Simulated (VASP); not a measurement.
Set up this calculation in VASP 6.6.1, as the native input.

- Task: single point
- Functional: PBE
- Potentials or basis: VASP PAW PBE potentials, release 64 (As)
- Cutoff: 520 eV
- k mesh: 3 × 3 × 6
- Occupations: gaussian, width 0.1 eV
- Spin: no spin polarisation
- Dipole correction: no
- Further INCAR settings: ALGO = Normal; EDIFF = 1e-07; NBANDS = 30

The structure of As lies in POSCAR:

```
As
1.0
    7.1182683600      0.0000000000      0.0000000000
   -3.5591341800      6.1646012300      0.0000000000
    0.0000000000      0.0000000000      3.2440363100
As
8
Direct
    0.8099998000      0.1900002000      0.5000000000
    0.8099998000      0.6199996000      0.5000000000
    0.3800004000      0.1900002000      0.5000000000
    0.1900002000      0.8099998000      0.5000000000
    0.1900002000      0.3800004000      0.5000000000
    0.6199996000      0.8099998000      0.5000000000
    0.3333333300      0.6666666700      0.0000000000
    0.6666666700      0.3333333300      0.0000000000
```

One way to write it, as run:

INCAR

```
PREC = Accurate
ENCUT = 520
EDIFF = 1E-7
ISMEAR = 0
SIGMA = 0.1
LREAL = False
LASPH = True
NELM = 100
ALGO = Normal
ISIF = 2
LWAVE = False
LCHARG = False
GGA = PE
NBANDS = 30
```

KPOINTS

```
Automatic mesh
0
Gamma
  3 3 6
```

Potentials or basis: VASP PAW PBE potentials, release 64 (As).

Command:

```bash
$ cat potpaw_PBE.64/As/POTCAR > POTCAR
$ mpirun -np 1 vasp_std > vasp.out
```

It gave:

* Pressure: 41.4 GPa
* Largest force: 1.655 eV/Å
* Band gap on the k mesh: zero (band 20 reaches 8.70 eV, above the bottom of band 21 at 6.49 eV)

Caveat: forces of over 1 eV/Å act on the atoms, so gaps and moduli don't describe the material at rest.

Run time: 2.1 min on 1 thread of Intel Xeon 8259CL, with other jobs on the host, peak memory 0.25 GiB.
